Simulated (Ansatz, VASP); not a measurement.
One calculation of P, two programs

Contents of INCAR:

```
PREC = Accurate
ENCUT = 520
EDIFF = 1E-6
ISMEAR = -1
SIGMA = 0.1
LREAL = F
LASPH = T
NELM = 60
ALGO = Normal
ISIF = 2
LWAVE = F
LCHARG = T
GGA = RP
LELF = T
LVHAR = T
NBANDS = 12
```

File KPOINTS:

```
regular mesh
0
Gamma
  11 11 11
```

Contents of POSCAR:

```
P
1.0
    0.0000000000      2.8772433126      2.8772433126
    2.8772433126      0.0000000000      2.8772433126
    2.8772433126      2.8772433126      0.0000000000
P
2
Direct
    0.1250000000      0.1250000000      0.1250000000
    0.8750000000      0.8750000000      0.8750000000
```

Input for Ansatz:

```yaml
crystal:
  lattice:
    - [0.0, 2.8772433126, 2.8772433126]
    - [2.8772433126, 0.0, 2.8772433126]
    - [2.8772433126, 2.8772433126, 0.0]
  atoms:
    - { symbol: P, position: [0.125, 0.125, 0.125] }
    - { symbol: P, position: [0.875, 0.875, 0.875] }
hamiltonian:
  xc: rpbe
  pseudopotentials:
    kind: paw
    azcp:
      P: "pseudopotentials/P.paw.azcp"
basis:
  ecutwfc: 420
  fft_grid_basis: typed
kpoints:
  mp_grid: { grid: [11, 11, 11], shift: [0, 0, 0] }
magnetization:
  spin_polarized: false
scf:
  occupations: { method: fermi_dirac, width: 0.1 }
  lower_state_search: "off"
output:
  stress: true
```

Alike in both runs: task single point; functional RPBE; k mesh 11 × 11 × 11; occupations fermi-dirac, width 0.1 eV; no spin polarisation.

```csv
,VASP,Ansatz
version,VASP 6.6.1,Ansatz 0.2.0
potentials or method,"VASP PAW PBE potentials, release 64 (P), cutoff 520 eV","plane waves (420 eV) with PAW, scalar-relativistic"
valence electrons in the cell,10,10
```

VASP gave:

| Item | Value |
| --- | --- |
| pressure (GPa) | -4.1 |

Estimate Ansatz's values.

pressure (GPa): -3.9.

VASP's potentials were made for PBE, not for RPBE.
